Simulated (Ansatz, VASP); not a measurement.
SbS5: VASP beside Ansatz

```xyz
6
Lattice="3.4296 1.9801 3.5916 -3.4296 1.9801 3.5916 0.0000 -3.9602 3.5916" Properties=species:S:1:pos:R:3 pbc="T T T"
Sb    0.0000    0.0000    5.3874
S     0.0007    1.9801    3.5916
S     0.0000    0.0000    2.3085
S    -1.7152   -0.9895    3.5916
S     1.7145   -0.9906    3.5916
S     0.0000    0.0000    8.4663
```

Change from the starting cell: species swapped into the Mg5Sn type (R32, No. 155).

Alike in both runs: functional PBE; k mesh 3 × 3 × 3; occupations gaussian, width 0.1 eV; no spin polarisation.

Ansatz relaxed the structure, and its values are those at the end. VASP's run is a single point on that final structure, the one shown.

|  | VASP | Ansatz |
| --- | --- | --- |
| version | VASP 6.6.1 | Ansatz 0.2.0 |
| potentials or method | VASP PAW PBE potentials, release 64 (Sb, S), cutoff 520 eV | scalar-relativistic, plane waves, PAW |
| valence electrons in the cell | 35 | 45 |

Ansatz gave:

* gap on the k mesh at the Fermi level (eV): none
* pressure (GPa): 0.3
* rms of the force components (eV/Å): 0.002

Problem. What did VASP give for the same quantities?

Solution. gap on the k mesh at the Fermi level (eV): none; pressure (GPa): 0.0; rms of the force components (eV/Å): 0.013.

A gap of «none» marks a metal or a gap that the smearing closes. The functional is the same, so the differences come from potentials, cutoffs and numerics. VASP's potentials hold 35 valence electrons a cell and Ansatz's 45, so a difference there can come from the potentials and not from the codes.

The k mesh is coarse, so the values compare programs but aren't converged. Neither program's run includes spin-orbit coupling.
